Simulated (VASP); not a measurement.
Set up this calculation in VASP 6.6.1, as the native input.

| Property | Result |
| --- | --- |
| Task | single point |
| Functional | HF |
| Potentials or basis | VASP PAW PBE potentials, release 64 (Na_pv, H) |
| Cutoff | 520 eV |
| k mesh | 4 × 4 × 4 |
| Occupations | gaussian, width 0.01 eV |
| Spin | no spin polarisation |
| Dipole correction | no |
| Grid for exact exchange (PRECFOCK) | Normal |
| Further INCAR settings | ALGO = Normal; EDIFF = 1e-06; NBANDS = 11 |
| Share of exact exchange | 1 |

The system is NaH.

```
CELL_PARAMETERS angstrom
0.00000 2.39751 2.39751
2.39751 0.00000 2.39751
2.39751 2.39751 0.00000
ATOMIC_POSITIONS crystal
Na 0.00000 0.00000 0.00000
H 0.50000 0.50000 0.50000
```

These files were run (other wordings do the same):

POSCAR

```
NaH
1.0
    0.0000000000      2.3975116427      2.3975116427
    2.3975116427      0.0000000000      2.3975116427
    2.3975116427      2.3975116427      0.0000000000
Na H
1 1
Direct
    0.0000000000      0.0000000000      0.0000000000
    0.5000000000      0.5000000000      0.5000000000
```

INCAR.step1

```
SYSTEM = NaH
ALGO = Normal
EDIFF = 1E-5
ENCUT = 520
GGA = PE
ISIF = 2
ISMEAR = 0
LASPH = .True.
LREAL = .False.
LWAVE = .True.
NBANDS = 11
NELM = 60
PREC = Accurate
SIGMA = 0.01
```

INCAR.step2

```
SYSTEM = NaH
AEXX = 1.0
AGGAC = 0.0
ALDAC = 0.0
ALGO = Normal
EDIFF = 1E-6
ENCUT = 520
GGA = PE
ISIF = 2
ISMEAR = 0
ISTART = 1
LASPH = .True.
LCHARG = .True.
LELF = .True.
LHFCALC = .True.
LREAL = .False.
LVHAR = .True.
LWAVE = .False.
NBANDS = 11
NELM = 60
PREC = Accurate
PRECFOCK = Normal
SIGMA = 0.01
```

KPOINTS

```
k-points
0
Gamma
  4 4 4
  0 0 0
```

Potentials or basis: VASP PAW PBE potentials, release 64 (Na_pv, H).

The run is started by

```bash
$ cat potpaw_PBE.64/Na_pv/POTCAR potpaw_PBE.64/H/POTCAR > POTCAR
$ cp INCAR.step1 INCAR
$ mpirun -np 1 vasp_std > vasp.out
$ cp INCAR.step2 INCAR
$ mpirun -np 1 vasp_std > vasp.out
```

Results of the run:

```
Pressure               : 1.8 GPa
Band gap on the k mesh : 11.78 eV (least direct gap 12.86 eV)
```

Caveat: the k points lie up to 0.57 Å⁻¹ apart; the PAW data sets were made with another functional, which shifts forces and pressure a little.

Wall time 52 s on 1 thread of Intel(R) Xeon(R) Platinum 8488C (Sapphire Rapids), with other jobs on the host, peak memory 0.15 GiB.
